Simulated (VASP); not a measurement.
# HgTe (Coloradoite) (F-43m) in VASP: notebook, part 2 of 2

VASP 6.6.1.

### 5 Single point, r2SCAN

Contents of POSCAR:

```
HgTe
1.0
    0.0000000000      3.2891972970      3.2891972970
    3.2891972970      0.0000000000      3.2891972970
    3.2891972970      3.2891972970      0.0000000000
Hg Te
1 1
Direct
    0.0000000000      0.0000000000      0.0000000000
    0.2500000000      0.2500000000      0.2500000000
```

Contents of INCAR.step1:

```
SYSTEM = HgTe
ALGO = Normal ; EDIFF = 1E-4
ENCUT = 520 ; GGA = PE
ISMEAR = -1 ; LASPH = .TRUE.
LCHARG = .FALSE. ; LREAL = .FALSE.
LWAVE = .TRUE. ; NBANDS = 16
NELM = 100 ; PREC = Accurate
SIGMA = 0.02
```

Contents of INCAR.step2:

```
SYSTEM = HgTe
ALGO = Normal ; EDIFF = 1E-7
ENCUT = 520 ; ISIF = 2
ISMEAR = -1 ; ISTART = 1
LASPH = .TRUE. ; LCHARG = .FALSE.
LMIXTAU = .TRUE. ; LREAL = .FALSE.
LWAVE = .FALSE. ; METAGGA = R2SCAN
NBANDS = 16 ; NELM = 100
PREC = Accurate ; SIGMA = 0.02
```

Contents of KPOINTS:

```
k-points
0
G
  6 6 6
  0 0 0
```

Potentials or basis: VASP PAW PBE potentials, release 64 (Hg, Te).

Command:

```
cat potpaw_PBE.64/Hg/POTCAR potpaw_PBE.64/Te/POTCAR > POTCAR
cp INCAR.step1 INCAR
mpirun -np 1 vasp_std > vasp.out
cp INCAR.step2 INCAR
mpirun -np 1 vasp_std > vasp.out
```

OUTCAR:

```text
SYSTEM = HgTe
   EDIFF = 1E-7
   ENCUT = 520
   ISIF = 2
   ISMEAR = -1
   ISTART = 1
   LASPH = .TRUE.
   LREAL = .FALSE.
   METAGGA = R2SCAN
   NELM = 100
   PREC = Accurate

 ion  position               nearest neighbor table
   1  0.000  0.000  0.000-   2 2.85   2 2.85   2 2.85   2 2.85
   2  0.250  0.250  0.250-   1 2.85   1 2.85   1 2.85   1 2.85

  LATTYP: Found a face centered cubic cell.
 ALAT       =     6.5783945940

  Lattice vectors:

 A1 = (   0.0000000000,   3.2891972970,   3.2891972970)
 A2 = (   3.2891972970,   0.0000000000,   3.2891972970)
 A3 = (   3.2891972970,   3.2891972970,   0.0000000000)

Analysis of symmetry for initial positions (statically):
=====================================================================
 Subroutine PRICEL returns:
 Original cell was already a primitive cell.

 Routine SETGRP: Setting up the symmetry group for a
 face centered cubic supercell.

 Subroutine GETGRP returns: Found 24 space group operations
 (whereof 24 operations were pure point group operations)
 out of a pool of 48 trial point group operations.

The static configuration has the point symmetry T_d .

Analysis of symmetry for dynamics (positions and initial velocities):
=====================================================================
 Subroutine PRICEL returns:
 Original cell was already a primitive cell.

 Routine SETGRP: Setting up the symmetry group for a
 face centered cubic supercell.

 Subroutine GETGRP returns: Found 24 space group operations
 (whereof 24 operations were pure point group operations)
 out of a pool of 48 trial point group operations.

The dynamic configuration has the point symmetry T_d .

 Subroutine INISYM returns: Found 24 space group operations
 (whereof 24 operations are pure point group operations),
 and found     1 'primitive' translations

----------------------------------------------------------------------------------------

                                     Primitive cell

  volume of cell :      71.1705

  direct lattice vectors                    reciprocal lattice vectors
     0.000000000  3.289197297  3.289197297    -0.152012772  0.152012772  0.152012772
     3.289197297  0.000000000  3.289197297     0.152012772 -0.152012772  0.152012772
     3.289197297  3.289197297  0.000000000     0.152012772  0.152012772 -0.152012772

  length of vectors
     4.651627427  4.651627427  4.651627427     0.263293845  0.263293845  0.263293845

  position of ions in fractional coordinates (direct lattice)
     0.000000000  0.000000000  0.000000000
     0.250000000  0.250000000  0.250000000

  ion indices of the primitive-cell ions
   primitive index   ion index
                 1           1
                 2           2

----------------------------------------------------------------------------------------

 KPOINTS: k-points

Automatic generation of k-mesh.
 Grid dimensions read from file:
 generate k-points for:    6    6    6

 Generating k-lattice:

  Cartesian coordinates                     Fractional coordinates (reciprocal lattice)
    -0.025335462  0.025335462  0.025335462     0.166666667  0.000000000  0.000000000
     0.025335462 -0.025335462  0.025335462     0.000000000  0.166666667  0.000000000
     0.025335462  0.025335462 -0.025335462     0.000000000  0.000000000  0.166666667

  Length of vectors
     0.043882308  0.043882308  0.043882308

  Shift w.r.t. Gamma in fractional coordinates (k-lattice)
     0.000000000  0.000000000  0.000000000

 Subroutine IBZKPT returns following result:
 ===========================================

 Found     16 irreducible k-points:

 Following reciprocal coordinates:
            Coordinates               Weight
  0.000000  0.000000  0.000000      1.000000
  0.166667  0.000000  0.000000      8.000000
  0.333333  0.000000  0.000000      8.000000
  0.500000  0.000000  0.000000      4.000000
  0.166667  0.166667  0.000000      6.000000
  0.333333  0.166667  0.000000     24.000000
[... 8 lines left out ...]
 -0.333333  0.333333  0.166667     24.000000
 -0.333333  0.500000  0.166667     12.000000
   k-points           NKPTS =     16   k-points in BZ     NKDIM =     16   number of bands    NBANDS=     16
   number of dos      NEDOS =    301   number of ions     NIONS =      2
   total plane-waves  NPLWV =  46656
   dimension x,y,z NGX =    36 NGY =   36 NGZ =   36
   dimension x,y,z NGXF=    72 NGYF=   72 NGZF=   72
   ions per type =               1   1
   NGX,Y,Z   is equivalent  to a cutoff of  12.87, 12.87, 12.87 a.u.
   NGXF,Y,Z  is equivalent  to a cutoff of  25.73, 25.73, 25.73 a.u.
 SYSTEM =  HgTe
   PREC   = accura    normal or accurate (medium, high low for compatibility)
   ISTART =      1    job   : 0-new  1-cont  2-samecut
   ICHARG =      0    charge: 1-file 2-atom 10-const
   ISPIN  =      1    spin polarized calculation?
   LNONCOLLINEAR =      F non collinear calculations
   LSORBIT =      F    spin-orbit coupling
   LASPH  =      T    aspherical Exc in radial PAW
   ENCUT  =  520.0 eV  38.22 Ry    6.18 a.u.   8.65  8.65  8.65*2*pi/ulx,y,z
   NELM   =    100;   NELMIN=  2; NELMDL=  0     # of ELM steps
   EDIFF  = 0.1E-06   stopping-criterion for ELM
   LREAL  =      F    real-space projection
   EDIFFG = 0.1E-05   stopping-criterion for IOM
   NSW    =      0    number of steps for IOM
   IBRION =     -1    ionic relax: 0-MD 1-quasi-New 2-CG
   NFREE  =      0    steps in history (QN), initial steepest desc. (CG)
   ISIF   =      2    stress and relaxation
   ISYM   =      2    0-nonsym 1-usesym 2-fastsym
   POTIM  = 0.5000    time-step for ionic-motion
   TEBEG  =    0.0;   TEEND  =   0.0 temperature during run
   PSTRESS=    0.0 pullay stress
   NELECT =      18.0000    total number of electrons
   NUPDOWN=      -1.0000    fix difference up-down
   EMIN   =  10.00;   EMAX   =-10.00  energy-range for DOS
   EFERMI =   0.00;   METHOD = LEGACY
   ISMEAR =    -1;   SIGMA  =   0.02  broadening in eV -4-tet -1-fermi 0-gaus
   EFERMI_NEDOS =   21; number of points for ismear=-14 and -15
   IALGO  =     38    algorithm
   IMIX   =      4    mixing-type and parameters
     AMIX     =   0.40;   BMIX     =  1.00
     AMIX_MAG =   1.60;   BMIX_MAG =  1.00
  volume/ion in A,a.u.               =      35.59       240.14
  Fermi-wavevector in a.u.,A,eV,Ry     =   1.035299  1.956431 14.583320  1.071844
  Thomas-Fermi vector in A             =   2.169635
   LORBIT       =      0    0 simple, 1 ext, 2 COOP (PROOUT), +10 PAW based schemes
   METAGGA = R2SCAN    functional components
   LHFCALC =     F    Hartree Fock is set to
   AEXX    =    0.0000 exact exchange contribution
   IVDW    =     0    specifies the selected vdW correction
   LEPSILON=     F    determine dielectric tensor
   LRPA    =     F    only Hartree local field effects (RPA)
 non-spin polarized calculation
  energy-cutoff  :      520.00
  volume of cell :       71.17
 maximum number of plane-waves:      1936
 NGX is ok and might be reduce to    36
   NGX = 17   NGY = 17   NGZ = 17

 number of electron      18.0000001 magnetization

 Free energy of the ion-electron system (eV)
  ---------------------------------------------------
  ext. energy  EPLUGINS =         0.00000000
  ---------------------------------------------------
  free energy    TOTEN  =       -75.15415008 eV

  energy without entropy =      -75.15379642  energy(sigma->0) =      -75.15397325

 E-fermi :   2.3364     XC(G=0):  -9.0637

 val. band max:        2.3225820203   @ k =   0.0000   0.0000   0.0000
 cond. band min:       3.2643259134   @ k =   0.5000   0.0000   0.0000
 fundamental gap:      0.9417438931
 Fermi energy:         2.3364451595

 k-point     1 :       0.0000    0.0000    0.0000
  band No.  band energies     occupation
      1      -9.7040      2.00000
      2      -5.0203      2.00000
      3      -5.0203      2.00000
      4      -5.0203      2.00000
      5      -4.5131      2.00000
      6      -4.5131      2.00000
[... 8 lines left out ...]
     15      12.2903      0.00000
     16      12.2903      0.00000
[... 267 lines left out ...]
 k-point    16 :      -0.3333    0.5000    0.1667
  band No.  band energies     occupation
      1      -8.9818      2.00000
      2      -4.8006      2.00000
      3      -4.7522      2.00000
      4      -4.6228      2.00000
      5      -4.4953      2.00000
      6      -3.9791      2.00000
[... 8 lines left out ...]
     15      13.5964      0.00000
     16      13.8887      0.00000

------------------------ aborting loop because EDIFF is reached ----------------------------------------

  FORCE on cell =-STRESS in cart. coord.  units (eV):
  Direction    XX          YY          ZZ          XY          YZ          ZX
  --------------------------------------------------------------------------------------
  -------------------------------------------------------------------------------------
  Total        0.0072391      0.0072391      0.0072391      0.0000000      0.0000000      0.0000000
  in kB        0.1629646      0.1629646      0.1629646      0.0000000      0.0000000      0.0000000
  external PRESSURE =       0.1629646 kB  Pullay stress =       0.0000000 kB

 VOLUME and BASIS-vectors are now :
 -----------------------------------------------------------------------------
  energy-cutoff  :      520.00
  volume of cell :       71.17
      direct lattice vectors                 reciprocal lattice vectors
     0.000000000  3.289197297  3.289197297    -0.152012772  0.152012772  0.152012772
     3.289197297  0.000000000  3.289197297     0.152012772 -0.152012772  0.152012772
     3.289197297  3.289197297  0.000000000     0.152012772  0.152012772 -0.152012772

 POSITION                                       TOTAL-FORCE (eV/Angst)
 -----------------------------------------------------------------------------------
      0.00000      0.00000      0.00000        -0.000000     -0.000000     -0.000000
      1.64460      1.64460      1.64460         0.000000      0.000000      0.000000
 -----------------------------------------------------------------------------------
    total drift:                                0.000000      0.000000      0.000000

  FREE ENERGIE OF THE ION-ELECTRON SYSTEM (eV)
  ---------------------------------------------------
  free  energy   TOTEN  =       -75.1541500756 eV

  energy  without entropy=      -75.1537964199  energy(sigma->0) =      -75.15397325
```

It took 3.6 min on 1 thread of AMD EPYC 7R13, shared host; peak memory 0.2 GiB.

Results:

```
Free energy            : -75.1542 eV
Pressure               : 0.0 GPa
Band gap on the k mesh : zero (filled and empty bands touch)
```

Levels at points of the mesh, in eV from the Fermi level:
| k point | band 7 | band 8 | band 9 | band 10 | band 11 | band 12 |
| --- | --- | --- | --- | --- | --- | --- |
| (0.00, 0.00, 0.00) | -0.57 | -0.01 | -0.01 | -0.01 | 4.65 | 4.65 |
| (0.50, 0.00, 0.00) | -5.31 | -0.93 | -0.93 | 0.93 | 5.41 | 5.41 |
| (0.50, 0.50, 0.00) | -5.31 | -2.14 | -2.14 | 2.08 | 2.85 | 8.49 |

Caveat: the PAW data sets were made with another functional, which shifts forces and pressure a little; spin-orbit coupling is left out, which moves the levels of the heavy elements.
